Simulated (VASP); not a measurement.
Crystal: Si3Ge.

```
Si Ge
1.0
     3.48318    0.00000    0.00000
    -1.74159    3.01653    0.00000
     0.00000    0.00000    7.66301
Si Ge
3 1
Direct
  0.00000 0.00000 0.75000
  0.33333 0.66667 0.00000
  0.00000 0.00000 0.25000
  0.66667 0.33333 0.50000
```

The cell was generated, and may not be a known phase.

* Program: VASP 6.6.1
* Task: relaxation of cell and atoms
* Functional: PBE
* Potentials or basis: VASP PAW PBE potentials, release 64 (Si, Ge_d)
* Cutoff: 600 eV
* k mesh: 6 × 6 × 2
* Occupations: gaussian, width 0.1 eV
* Spin: no spin polarisation

At the start: pressure -10.1 GPa; volume 20.13 Å³/atom.

Task: Where does the relaxation end?

Result: Over 13 steps the energy falls by 341.6 meV/atom and the volume is 17.15 Å³/atom (-14.8 %); space group P-6m2 (No. 187, to 0.1 Å) before and after.

Step by step:
```csv
step,energy change (eV),largest force (eV/Å),pressure (GPa),volume (Å³)
1,0.0000,0.6970,-10.10,80.52
2,-0.6684,0.8766,0.81,66.55
3,-0.6766,0.7973,2.06,65.40
4,-0.8761,0.2958,3.28,65.38
5,-1.1410,1.1903,7.93,64.42
6,-1.1837,0.2316,6.06,64.95
7,-1.1963,0.6123,6.64,64.80
8,-1.2988,0.7658,1.39,68.28
9,-1.2989,0.7662,1.42,68.22
10,-1.3318,0.5702,0.32,68.82
11,-1.3491,0.2681,-1.02,69.60
12,-1.3626,0.1449,-0.50,69.05
13,-1.3664,0.0228,0.07,68.59
```

Final structure:
```xyz
4
Lattice="3.6468 0.0000 0.0000 -1.8234 3.1582 0.0000 0.0000 0.0000 5.9552" Properties=species:S:1:pos:R:3 pbc="T T T"
Si    0.0000    0.0000    4.5517
Si    0.0000    2.1055    0.0000
Si    0.0000    0.0000    1.4035
Ge    1.8234    1.0527    2.9776
```

Caveat: the k points lie up to 0.53 Å⁻¹ apart in the final cell, too coarse for converged energies and pressures of a metal; a cell axis changed by over 15 % at a fixed basis, so the end point is rough.
